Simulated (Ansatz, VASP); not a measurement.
Si16C: VASP beside Ansatz

```xyz
17
Lattice="0.0000 5.4300 5.4300 5.4300 0.0000 5.4300 5.4300 5.4300 0.0000" Properties=species:S:1:pos:R:3 pbc="T T T"
Si   -0.2633   -0.2561   -0.2551
Si    0.7149    1.1994    1.1936
Si    2.9357    2.5678    0.1264
Si    4.1125    4.0425    1.4613
Si    2.9374    0.1250    2.5708
Si    4.1135    1.4616    4.0439
Si    5.5918    2.7512    2.7511
Si    7.0498    4.0571    4.0590
Si    0.0187    2.7319    2.7332
Si    1.4631    4.0470    4.0472
Si    2.7847    5.4765    2.7514
Si    4.2218    6.7513    4.0901
Si    2.7844    2.7513    5.4772
Si    4.2225    4.0890    6.7522
Si    5.6168    5.3763    5.3769
Si    6.8639    6.7834    6.7838
C     2.4739    6.4876    6.4898
```

Alike in both runs: functional PBE; dispersion D3(BJ); k mesh 2 × 2 × 2; occupations gaussian, width 0.05 eV; collinear spin.

Ansatz relaxed the structure, and its values are those at the end. VASP's run is a single point on that final structure, the one shown.

|  | VASP | Ansatz |
| --- | --- | --- |
| version | VASP 6.6.1 | Ansatz 0.2.0 |
| potentials or method | VASP PAW PBE potentials, release 64 (Si, C), cutoff 520 eV | scalar-relativistic, plane waves, PAW |
| valence electrons in the cell | 68 | 68 |

VASP gave:

* rms of the force components (eV/Å): 0.007
* net moment per atom (μB): 0.00

Estimate Ansatz's values.

rms of the force components (eV/Å): 0.006; net moment per atom (μB): 0.00.

Ansatz's warnings: filled band counts differ across k points, seeded moment not kept.

The k mesh is coarse, so the values compare programs but aren't converged.
